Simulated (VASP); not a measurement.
# InGa3AsP (P4/mmm) in VASP: notebook

InGa3AsP is run at these levels: PBE; tasks: single point.

All numbers are computed with VASP 6.6.1; they aren't measurements. Logs are shortened: lines on timing, memory, paths and dates and some standing lists are left out, and cuts for length are marked.

### Step 1. The cell of the first run

It takes space group P4/mmm (No. 123, tetragonal). The conventional cell has a = 4.812 Å, b = 4.812 Å, c = 6.083 Å, α = 90.00°, β = 90.00°, γ = 90.00°. Within 4.0 Å of In (site symmetry 4/mmm) lie 2 As at 3.04 Å and 4 P at 3.40 Å and 8 Ga at 3.88 Å. Ga (site symmetry mmm) has 2 Ga at 2.41 Å and 2 As at 2.41 Å within 3.2 Å. Ga (site symmetry 4/mmm) has 4 Ga at 2.41 Å and 2 P at 3.04 Å within 3.2 Å. P (site symmetry 4/mmm) has 10 Ga at 3.04 to 3.88 Å and 4 In at 3.40 Å within 4.0 Å. Within 3.2 Å of As (site symmetry 4/mmm) lie 4 Ga at 2.41 Å and 2 In at 3.04 Å.

### Step 2. Single point, PBE

INCAR

```
SYSTEM = InGa3AsP
ALGO = Normal
EDIFF = 1E-6
ENCUT = 520
GGA = PE
ISIF = 2
ISMEAR = 0
LASPH = .True.
LCHARG = .False.
LREAL = .False.
LWAVE = .False.
NBANDS = 40
NELM = 60
PREC = Accurate
SIGMA = 0.1
```

KPOINTS

```
k-points
0
Gamma
  4 4 4
  0 0 0
```

POSCAR

```
InGa3AsP
1.0
    4.8118002900      0.0000000000      0.0000000000
    0.0000000000      4.8118002900      0.0000000000
    0.0000000000      0.0000000000      6.0831263100
In Ga P As
1 3 1 1
Direct
    0.5000000000      0.5000000000      0.5000000000
    0.0000000000      0.5000000000      0.0000000000
    0.5000000000      0.0000000000      0.0000000000
    0.0000000000      0.0000000000      0.0000000000
    0.0000000000      0.0000000000      0.5000000000
    0.5000000000      0.5000000000      0.0000000000
```

Potentials or basis: VASP PAW PBE potentials, release 64 (In_d, Ga_d, P, As).

On the command line:

```console
> cat potpaw_PBE.64/In_d/POTCAR potpaw_PBE.64/Ga_d/POTCAR potpaw_PBE.64/P/POTCAR potpaw_PBE.64/As/POTCAR > POTCAR
> mpirun -np 1 vasp_std > vasp.out
```

OUTCAR:

```text
SYSTEM = InGa3AsP
   EDIFF = 1E-6
   ENCUT = 520
   GGA = PE
   ISIF = 2
   ISMEAR = 0
   LASPH = .True.
   LREAL = .False.
   NELM = 60
   PREC = Accurate

 ion  position               nearest neighbor table
   1  0.500  0.500  0.500-   6 3.04   6 3.04   5 3.40   5 3.40   5 3.40   5 3.40
   2  0.000  0.500  0.000-   4 2.41   6 2.41   4 2.41   6 2.41
   3  0.500  0.000  0.000-   4 2.41   6 2.41   6 2.41   4 2.41
   4  0.000  0.000  0.000-   2 2.41   3 2.41   2 2.41   3 2.41
   5  0.000  0.000  0.500-   1 3.40   1 3.40   1 3.40   1 3.40
   6  0.500  0.500  0.000-   2 2.41   3 2.41   3 2.41   2 2.41   1 3.04   1 3.04

  LATTYP: Found a simple tetragonal cell.
 ALAT       =     4.8118002900
 C/A-ratio  =     1.2642100552

  Lattice vectors:

 A1 = (   4.8118002900,   0.0000000000,   0.0000000000)
 A2 = (   0.0000000000,   4.8118002900,   0.0000000000)
 A3 = (   0.0000000000,   0.0000000000,   6.0831263100)

Analysis of symmetry for initial positions (statically):
=====================================================================
 Subroutine PRICEL returns:
 Original cell was already a primitive cell.

 Routine SETGRP: Setting up the symmetry group for a
 simple tetragonal supercell.

 Subroutine GETGRP returns: Found 16 space group operations
 (whereof 16 operations were pure point group operations)
 out of a pool of 16 trial point group operations.

The static configuration has the point symmetry D_4h.

Analysis of symmetry for dynamics (positions and initial velocities):
=====================================================================
 Subroutine PRICEL returns:
 Original cell was already a primitive cell.

 Routine SETGRP: Setting up the symmetry group for a
 simple tetragonal supercell.

 Subroutine GETGRP returns: Found 16 space group operations
 (whereof 16 operations were pure point group operations)
 out of a pool of 16 trial point group operations.

The dynamic configuration has the point symmetry D_4h.

 Subroutine INISYM returns: Found 16 space group operations
 (whereof 16 operations are pure point group operations),
 and found     1 'primitive' translations

----------------------------------------------------------------------------------------

                                     Primitive cell

  volume of cell :     140.8452

  direct lattice vectors                    reciprocal lattice vectors
     4.811800290  0.000000000  0.000000000     0.207822424  0.000000000  0.000000000
     0.000000000  4.811800290  0.000000000     0.000000000  0.207822424  0.000000000
     0.000000000  0.000000000  6.083126310     0.000000000  0.000000000  0.164389156

  length of vectors
     4.811800290  4.811800290  6.083126310     0.207822424  0.207822424  0.164389156

  position of ions in fractional coordinates (direct lattice)
     0.500000000  0.500000000  0.500000000
     0.000000000  0.500000000  0.000000000
     0.500000000  0.000000000  0.000000000
     0.000000000  0.000000000  0.000000000
     0.000000000  0.000000000  0.500000000
     0.500000000  0.500000000  0.000000000

  ion indices of the primitive-cell ions
   primitive index   ion index
                 1           1
                 2           2
                 3           3
                 4           4
                 5           5
                 6           6

----------------------------------------------------------------------------------------

 KPOINTS: k-points

Automatic generation of k-mesh.
 Grid dimensions read from file:
 generate k-points for:    4    4    4

 Generating k-lattice:

  Cartesian coordinates                     Fractional coordinates (reciprocal lattice)
     0.051955606  0.000000000  0.000000000     0.250000000  0.000000000  0.000000000
     0.000000000  0.051955606  0.000000000     0.000000000  0.250000000  0.000000000
     0.000000000  0.000000000  0.041097289     0.000000000  0.000000000  0.250000000

  Length of vectors
     0.051955606  0.051955606  0.041097289

  Shift w.r.t. Gamma in fractional coordinates (k-lattice)
     0.000000000  0.000000000  0.000000000

 Subroutine IBZKPT returns following result:
 ===========================================

 Found     18 irreducible k-points:

 Following reciprocal coordinates:
            Coordinates               Weight
  0.000000  0.000000  0.000000      1.000000
  0.250000  0.000000  0.000000      4.000000
  0.500000  0.000000  0.000000      2.000000
  0.250000  0.250000  0.000000      4.000000
  0.500000  0.250000  0.000000      4.000000
  0.500000  0.500000  0.000000      1.000000
[... 10 lines left out ...]
  0.500000  0.250000  0.500000      4.000000
  0.500000  0.500000  0.500000      1.000000
   k-points           NKPTS =     18   k-points in BZ     NKDIM =     18   number of bands    NBANDS=     40
   number of dos      NEDOS =    301   number of ions     NIONS =      6
   total plane-waves  NPLWV =  62208
   dimension x,y,z NGX =    36 NGY =   36 NGZ =   48
   dimension x,y,z NGXF=    72 NGYF=   72 NGZF=   96
   ions per type =               1   3   1   1
   NGX,Y,Z   is equivalent  to a cutoff of  12.44, 12.44, 13.12 a.u.
   NGXF,Y,Z  is equivalent  to a cutoff of  24.88, 24.88, 26.24 a.u.
 SYSTEM =  InGa3AsP
   PREC   = accura    normal or accurate (medium, high low for compatibility)
   ISTART =      0    job   : 0-new  1-cont  2-samecut
   ICHARG =      2    charge: 1-file 2-atom 10-const
   ISPIN  =      1    spin polarized calculation?
   LNONCOLLINEAR =      F non collinear calculations
   LSORBIT =      F    spin-orbit coupling
   LASPH  =      T    aspherical Exc in radial PAW
   ENCUT  =  520.0 eV  38.22 Ry    6.18 a.u.   8.95  8.95 11.31*2*pi/ulx,y,z
   NELM   =     60;   NELMIN=  2; NELMDL= -5     # of ELM steps
   EDIFF  = 0.1E-05   stopping-criterion for ELM
   LREAL  =      F    real-space projection
   EDIFFG = 0.1E-04   stopping-criterion for IOM
   NSW    =      0    number of steps for IOM
   IBRION =     -1    ionic relax: 0-MD 1-quasi-New 2-CG
   NFREE  =      0    steps in history (QN), initial steepest desc. (CG)
   ISIF   =      2    stress and relaxation
   ISYM   =      2    0-nonsym 1-usesym 2-fastsym
   POTIM  = 0.5000    time-step for ionic-motion
   TEBEG  =    0.0;   TEEND  =   0.0 temperature during run
   PSTRESS=    0.0 pullay stress
   NELECT =      62.0000    total number of electrons
   NUPDOWN=      -1.0000    fix difference up-down
   EMIN   =  10.00;   EMAX   =-10.00  energy-range for DOS
   EFERMI =   0.00;   METHOD = LEGACY
   ISMEAR =     0;   SIGMA  =   0.10  broadening in eV -4-tet -1-fermi 0-gaus
   EFERMI_NEDOS =   21; number of points for ismear=-14 and -15
   IALGO  =     38    algorithm
   IMIX   =      4    mixing-type and parameters
     AMIX     =   0.40;   BMIX     =  1.00
     AMIX_MAG =   1.60;   BMIX_MAG =  1.00
  volume/ion in A,a.u.               =      23.47       158.41
  Fermi-wavevector in a.u.,A,eV,Ry     =   1.245350  2.353370 21.101226  1.550896
  Thomas-Fermi vector in A             =   2.379576
   LORBIT       =      0    0 simple, 1 ext, 2 COOP (PROOUT), +10 PAW based schemes
   GGA     = PE    functional components
   LHFCALC =     F    Hartree Fock is set to
   AEXX    =    0.0000 exact exchange contribution
   IVDW    =     0    specifies the selected vdW correction
   LEPSILON=     F    determine dielectric tensor
   LRPA    =     F    only Hartree local field effects (RPA)
 non-spin polarized calculation
 Gauss-broadening in eV      SIGMA  =   0.10
  energy-cutoff  :      520.00
  volume of cell :      140.85
 maximum number of plane-waves:      3824
 NGX is ok and might be reduce to    36
   NGX = 17   NGY = 17   NGZ = 23

 number of electron      62.0000048 magnetization

 Free energy of the ion-electron system (eV)
  ---------------------------------------------------
  ext. energy  EPLUGINS =         0.00000000
  ---------------------------------------------------
  free energy    TOTEN  =       -18.12849101 eV

  energy without entropy =      -18.11059846  energy(sigma->0) =      -18.11954474

 E-fermi :   4.2167     XC(G=0):  -9.7079

 val. band max:        4.2060121397   @ k =   0.5000   0.2500   0.5000
 cond. band min:       4.2559626026   @ k =   0.2500   0.0000   0.0000
 fundamental gap:      0.0499504629
 Fermi energy:         4.2166979461

 k-point     1 :       0.0000    0.0000    0.0000
  band No.  band energies     occupation
      1     -11.1141      2.00000
      2     -10.9391      2.00000
      3     -10.8523      2.00000
      4     -10.8231      2.00000
      5     -10.6935      2.00000
      6     -10.6935      2.00000
[... 32 lines left out ...]
     39       9.3933      0.00000
     40       9.3942      0.00000

 k-point     2 :       0.2500    0.0000    0.0000
  band No.  band energies     occupation
      1     -11.0667      2.00000
      2     -10.8495      2.00000
      3     -10.7752      2.00000
      4     -10.7697      2.00000
      5     -10.6908      2.00000
      6     -10.6337      2.00000
[... 32 lines left out ...]
     39       9.6103      0.00000
     40      10.4590      0.00000

 k-point     3 :       0.5000    0.0000    0.0000
  band No.  band energies     occupation
      1     -11.0447      2.00000
      2     -10.7106      2.00000
      3     -10.6880      2.00000
      4     -10.6701      2.00000
      5     -10.5883      2.00000
      6     -10.5308      2.00000
[... 32 lines left out ...]
     39      10.6749      0.00000
     40      10.7139      0.00000

 k-point     4 :       0.2500    0.2500    0.0000
  band No.  band energies     occupation
      1     -10.9653      2.00000
      2     -10.8122      2.00000
      3     -10.7244      2.00000
      4     -10.7008      2.00000
      5     -10.6357      2.00000
      6     -10.6257      2.00000
[... 32 lines left out ...]
     39       9.8121      0.00000
     40      11.4770      0.00000
[... 514 lines left out ...]
     39       9.7860      0.00000
     40      10.0467      0.00000

 k-point    17 :       0.5000    0.2500    0.5000
  band No.  band energies     occupation
      1     -10.9058      2.00000
      2     -10.6541      2.00000
      3     -10.6285      2.00000
      4     -10.6105      2.00000
      5     -10.5801      2.00000
      6     -10.5308      2.00000
[... 32 lines left out ...]
     39       8.9193      0.00000
     40       9.5422      0.00000

 k-point    18 :       0.5000    0.5000    0.5000
  band No.  band energies     occupation
      1     -10.6213      2.00000
      2     -10.5672      2.00000
      3     -10.5672      2.00000
      4     -10.5489      2.00000
      5     -10.5489      2.00000
      6     -10.5343      2.00000
[... 32 lines left out ...]
     39       9.7466      0.00000
     40      10.1665      0.00000

------------------------ aborting loop because EDIFF is reached ----------------------------------------

  FORCE on cell =-STRESS in cart. coord.  units (eV):
  Direction    XX          YY          ZZ          XY          YZ          ZX
  --------------------------------------------------------------------------------------
  -------------------------------------------------------------------------------------
  Total       11.2358162     11.2358162     -6.2259675      0.0000000      0.0000000      0.0000000
  in kB      127.8124580    127.8124580    -70.8231784      0.0000000      0.0000000      0.0000000
  external PRESSURE =      61.6005792 kB  Pullay stress =       0.0000000 kB

 VOLUME and BASIS-vectors are now :
 -----------------------------------------------------------------------------
  energy-cutoff  :      520.00
  volume of cell :      140.85
      direct lattice vectors                 reciprocal lattice vectors
     4.811800290  0.000000000  0.000000000     0.207822424  0.000000000  0.000000000
     0.000000000  4.811800290  0.000000000     0.000000000  0.207822424  0.000000000
     0.000000000  0.000000000  6.083126310     0.000000000  0.000000000  0.164389156

 POSITION                                       TOTAL-FORCE (eV/Angst)
 -----------------------------------------------------------------------------------
      2.40590      2.40590      3.04156         0.000000      0.000000      0.000000
      0.00000      2.40590      0.00000         0.000000      0.000000      0.000000
      2.40590      0.00000      0.00000         0.000000      0.000000      0.000000
      0.00000      0.00000      0.00000         0.000000      0.000000      0.000000
      0.00000      0.00000      3.04156         0.000000      0.000000      0.000000
      2.40590      2.40590      0.00000         0.000000      0.000000      0.000000
 -----------------------------------------------------------------------------------
    total drift:                                0.000000      0.000000     -0.000000

  FREE ENERGIE OF THE ION-ELECTRON SYSTEM (eV)
  ---------------------------------------------------
  free  energy   TOTEN  =       -18.1284910067 eV

  energy  without entropy=      -18.1105984643  energy(sigma->0) =      -18.11954474
```

Run time: 73 s. Hardware: 1 thread of Intel Xeon Platinum 8488C (Sapphire Rapids), shared host; peak memory 0.29 GiB.

Results:

```
Free energy            : -18.1285 eV
Pressure               : 6.2 GPa
Band gap on the k mesh : zero (band 31 reaches 6.34 eV, above the bottom of band 32 at 3.98 eV)
```

Stress tensor (GPa, compression positive):
```
12.78  0.00  0.00
 0.00 12.78  0.00
 0.00  0.00 -7.08
```

Levels at points of the mesh, in eV from the Fermi level:
| k point | band 27 | band 28 | band 29 | band 30 | band 31 | band 32 | band 33 | band 34 | band 35 | band 36 |
| --- | --- | --- | --- | --- | --- | --- | --- | --- | --- | --- |
| (0.00, 0.00, 0.00) | -3.75 | -3.02 | -1.16 | -0.77 | -0.77 | 0.57 | 0.57 | 2.59 | 3.12 | 4.04 |
| (0.50, 0.00, 0.00) | -3.13 | -2.67 | -2.58 | -2.05 | 0.20 | 1.00 | 2.26 | 2.34 | 3.09 | 3.13 |
| (0.50, 0.50, 0.00) | -2.51 | -2.01 | -1.68 | -1.68 | 0.74 | 0.74 | 2.92 | 2.92 | 4.44 | 5.25 |
| (0.00, 0.00, 0.50) | -3.72 | -0.95 | -0.95 | -0.50 | -0.40 | 0.38 | 0.38 | 2.32 | 2.34 | 2.43 |
| (0.50, 0.00, 0.50) | -2.99 | -1.82 | -0.43 | -0.31 | -0.30 | 0.34 | 1.06 | 2.36 | 2.42 | 2.48 |
| (0.50, 0.50, 0.50) | -2.46 | -2.46 | 0.21 | 1.02 | 2.12 | 2.38 | 2.38 | 2.90 | 2.90 | 3.00 |

Caveat: spin-orbit coupling is left out, which moves the levels of the heavy elements.

### Step 3. Single point, PBE

This run uses another cell than the first one, of 24.43 Å³/atom, 1.041 times its volume.

INCAR

```
PREC = Accurate ; ENCUT = 520
EDIFF = 1E-6 ; ISMEAR = 0
SIGMA = 0.1 ; LREAL = F
LASPH = T ; NELM = 60
ALGO = Normal ; ISIF = 2
LWAVE = F ; LCHARG = F
GGA = PE ; NBANDS = 40
```

KPOINTS

```
Automatic mesh
0
Gamma
  4 4 4
```

Edit POSCAR of step 2 so:

```diff
@@ -2,5 +2,5 @@
 1.0
-    4.8118002900      0.0000000000      0.0000000000
-    0.0000000000      4.8118002900      0.0000000000
-    0.0000000000      0.0000000000      6.0831263100
+    5.1909046816      0.0000000000      0.0000000000
+    0.0000000000      5.1909046816      0.0000000000
+    0.0000000000      0.0000000000      5.4404548394
 In Ga P As
```

Potentials or basis: VASP PAW PBE potentials, release 64 (In_d, Ga_d, P, As).

On the command line:

```console
> cat potpaw_PBE.64/In_d/POTCAR potpaw_PBE.64/Ga_d/POTCAR potpaw_PBE.64/P/POTCAR potpaw_PBE.64/As/POTCAR > POTCAR
> mpirun -np 1 vasp_std > vasp.out
```

It took 80 s on 1 thread of Intel Xeon Platinum 8488C (Sapphire Rapids), shared host; peak memory 0.3 GiB.

It converged, with:

```yaml
Free_energy: -19.3971 eV
Pressure: 0.1 GPa
Band_gap_on_the_k_mesh: zero (band 31 reaches 5.75 eV, above the bottom of band 32 at 4.02 eV)
```

Stress tensor (GPa, compression positive):
```
 0.15  0.00  0.00
 0.00  0.15  0.00
 0.00  0.00 -0.14
```

Levels at points of the mesh, in eV from the Fermi level:
| k point | band 28 | band 29 | band 30 | band 31 | band 32 | band 33 | band 34 | band 35 |
| --- | --- | --- | --- | --- | --- | --- | --- | --- |
| (0.00, 0.00, 0.00) | -3.05 | -2.27 | -1.11 | -1.11 | 0.39 | 0.61 | 0.61 | 2.73 |
| (0.50, 0.00, 0.00) | -3.18 | -3.03 | -2.37 | 0.41 | 0.57 | 1.65 | 2.15 | 2.24 |
| (0.50, 0.50, 0.00) | -2.73 | -1.20 | -1.20 | 0.87 | 0.87 | 1.44 | 1.44 | 3.34 |
| (0.00, 0.00, 0.50) | -1.17 | -1.17 | -0.89 | -0.15 | -0.15 | 1.22 | 1.53 | 2.05 |
| (0.50, 0.00, 0.50) | -1.77 | -0.85 | -0.69 | -0.47 | 1.17 | 1.62 | 1.94 | 2.19 |
| (0.50, 0.50, 0.50) | -2.56 | 0.85 | 1.57 | 1.57 | 2.40 | 2.40 | 2.45 | 3.08 |

Caveat: spin-orbit coupling is left out, which moves the levels of the heavy elements.
